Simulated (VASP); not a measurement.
RbBr:

```
Rb Br
1.0
     0.00000    3.46083    3.46083
     3.46083    0.00000    3.46083
     3.46083    3.46083    0.00000
Rb Br
1 1
Direct
  0.00000 0.00000 0.00000
  0.50000 0.50000 0.50000
```

Base run:

```yaml
Program: VASP 6.6.1
Functional: r2SCAN
Potentials_or_basis: VASP PAW PBE potentials, release 64 (Rb_sv, Br)
Cutoff: 520 eV
k_mesh: 4 × 4 × 4
Occupations: gaussian, width 0.01 eV
Spin: no spin polarisation
```

Its results: band gap on the k mesh 4.89 eV, direct; pressure 0.0 GPa.

Task: The run is repeated on the same cell with these changes: functional from r2SCAN to PBE-based screened hybrid. What comes out?

Result: Band gap on the k mesh 5.00 eV, direct; pressure 0.3 GPa.

Caveats: the PAW data sets were made with another functional, which shifts forces and pressure a little.

